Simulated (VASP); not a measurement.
Write the native input for VASP 6.6.1 that does the following.

```
Task                   : single point
Functional             : PBE
Potentials or basis    : VASP PAW PBE potentials, release 64 (Ca_sv, O)
Cutoff                 : 520 eV
k mesh                 : 8 × 8 × 8
Occupations            : gaussian, width 0.1 eV
Spin                   : no spin polarisation
Dipole correction      : no
Further INCAR settings : ALGO = Normal; EDIFF = 1e-06; NBANDS = 35
```

The structure of Ca2O lies in POSCAR:

```
Ca2O
1.0
    0.0000000000      4.4262483644      4.4262483644
    4.4262483644      0.0000000000      4.4262483644
    4.4262483644      4.4262483644      0.0000000000
Ca O
4 2
Direct
    0.6250000000      0.6250000000      0.6250000000
    0.1250000000      0.6250000000      0.6250000000
    0.6250000000      0.6250000000      0.1250000000
    0.6250000000      0.1250000000      0.6250000000
    0.0000000000      0.0000000000      0.0000000000
    0.2500000000      0.2500000000      0.2500000000
```

These files were run (other wordings do the same):

INCAR

```
  PREC = Accurate
  ENCUT = 520
  EDIFF = 1E-6
  ISMEAR = 0
  SIGMA = 0.1
  LREAL = False
  LASPH = True
  NELM = 100
  ALGO = Normal
  ISIF = 2
  LWAVE = False
  LCHARG = False
  GGA = PE
  NBANDS = 35
```

KPOINTS

```
Automatic mesh
0
Gamma
  8 8 8
```

Potentials or basis: VASP PAW PBE potentials, release 64 (Ca_sv, O).

Command:

```console
$ cat potpaw_PBE.64/Ca_sv/POTCAR potpaw_PBE.64/O/POTCAR > POTCAR
$ mpirun -np 1 vasp_std > vasp.out
```

It gave:

- Pressure: 0.0 GPa
- Band gap on the k mesh: zero (bands 26 and 27 overlap by 0.15 eV)

Caveat: semilocal functionals underestimate gaps, so a narrow gap can read as zero.

It took 2.4 min on 1 thread of Intel(R) Xeon(R) 6975P-C (Granite Rapids), on a shared host, peak memory 0.39 GiB.
